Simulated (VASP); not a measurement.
Here is a VASP 6.6.1 calculation.

The input POSCAR:

```
PbO
1.0
    3.1793716482      0.0000000000      0.0000000000
    0.0000000000      3.1793716482      0.0000000000
    0.0000000000      0.0000000000      3.1793716482
Pb O
1 1
Direct
    0.0000000000      0.0000000000      0.0000000000
    0.5000000000      0.5000000000      0.5000000000
```

INCAR.step1

```
PREC     = Accurate       # precision mode
ENCUT    = 660            # plane-wave cutoff, eV
ISMEAR   = 0              # smearing method
SIGMA    = 0.01           # smearing width, eV
LREAL    = F              # projectors in reciprocal space
LASPH    = T              # aspherical terms in the spheres
NELM     = 120            # most SCF steps
NBANDS   = 17             # bands
GGA      = PE             # functional
ALGO     = Normal         # electronic algorithm
EDIFF    = 1E-5           # SCF threshold, eV
LWAVE    = T              # write WAVECAR
LCHARG   = F              # write CHGCAR
GGA_COMPAT= F
```

INCAR.step2

```
PREC     = Accurate       # precision mode
ENCUT    = 660            # plane-wave cutoff, eV
EDIFF    = 1E-6           # SCF threshold, eV
ISMEAR   = 0              # smearing method
SIGMA    = 0.01           # smearing width, eV
LREAL    = F              # projectors in reciprocal space
LASPH    = T              # aspherical terms in the spheres
NELM     = 120            # most SCF steps
ALGO     = Normal         # electronic algorithm
ISIF     = 2              # what is computed and relaxed
LWAVE    = F              # write WAVECAR
LCHARG   = F              # write CHGCAR
METAGGA  = R2SCAN         # meta-GGA
LMIXTAU  = T            
NBANDS   = 17             # bands
ISTART   = 1            
GGA_COMPAT= F
```

File KPOINTS:

```
Automatic mesh
0
Gamma
  6 6 6
```

Potentials or basis: VASP PAW PBE potentials, release 64 (Pb_d, O).

Command:

```console
$ cat potpaw_PBE.64/Pb_d/POTCAR potpaw_PBE.64/O/POTCAR > POTCAR
$ cp INCAR.step1 INCAR
$ mpirun -np 1 vasp_std > vasp.out
$ cp INCAR.step2 INCAR
$ mpirun -np 1 vasp_std > vasp.out
```

Q: Predict the band gap on the k mesh.

A: 0.45 eV, direct.

Q: What does it give for the pressure?

A: 0.1 GPa.

Caveat: the PAW data sets were made with another functional, which shifts forces and pressure a little; spin-orbit coupling is left out, which moves the levels of the heavy elements. r2SCAN opens gaps a little over a GGA but as a rule still falls short of measured ones.
